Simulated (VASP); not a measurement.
Write the native input for VASP 6.6.1 that does the following.

```
Task                   : single point
Functional             : PBE
Potentials or basis    : VASP PAW PBE potentials, release 64 (Ge_d, Sb, Se)
Cutoff                 : 520 eV
k mesh                 : 6 × 6 × 2
Occupations            : gaussian, width 0.1 eV
Spin                   : no spin polarisation
Dipole correction      : no
Further INCAR settings : ALGO = Normal; EDIFF = 1e-06; NBANDS = 30
```

The structure of Ge2Sb2Se lies in POSCAR:

```
Ge2Sb2Se
1.0
    4.3022518013      0.0000000000      0.0000000000
   -2.1511259006      3.7258593534      0.0000000000
    0.0000000000      0.0000000000      9.4953285052
Ge Sb Se
2 2 1
Direct
    0.0000000000      0.0000000000      0.2477313018
    0.0000000000      0.0000000000      0.7522686982
    0.3333333333      0.6666666667      0.1221370409
    0.6666666667      0.3333333333      0.8778629591
    0.0000000000      0.0000000000      0.5000000000
```

One way to write it, as run:

INCAR

```
SYSTEM = Ge2Sb2Se
ALGO = Normal
EDIFF = 1E-6
ENCUT = 520
GGA = PE
ISIF = 2
ISMEAR = 0
LASPH = .True.
LCHARG = .False.
LREAL = .False.
LWAVE = .False.
NBANDS = 30
NELM = 60
PREC = Accurate
SIGMA = 0.1
```

KPOINTS

```
k-points
0
Gamma
  6 6 2
  0 0 0
```

Potentials or basis: VASP PAW PBE potentials, release 64 (Ge_d, Sb, Se).

Launch:

```console
$ cat potpaw_PBE.64/Ge_d/POTCAR potpaw_PBE.64/Sb/POTCAR potpaw_PBE.64/Se/POTCAR > POTCAR
$ mpirun -np 1 vasp_std > vasp.out
```

It gave:

```yaml
Pressure: 0.1 GPa
Largest_force: 0.024 eV/Å
Band_gap_on_the_k_mesh: zero (band 22 reaches 4.19 eV, above the bottom of band 23 at 3.58 eV)
```

Caveat: spin-orbit coupling is left out, which moves the levels of the heavy elements.

Run time: 38 s on 1 thread of Intel(R) Xeon(R) 6975P-C (Granite Rapids), with other jobs on the host, peak memory 0.27 GiB.
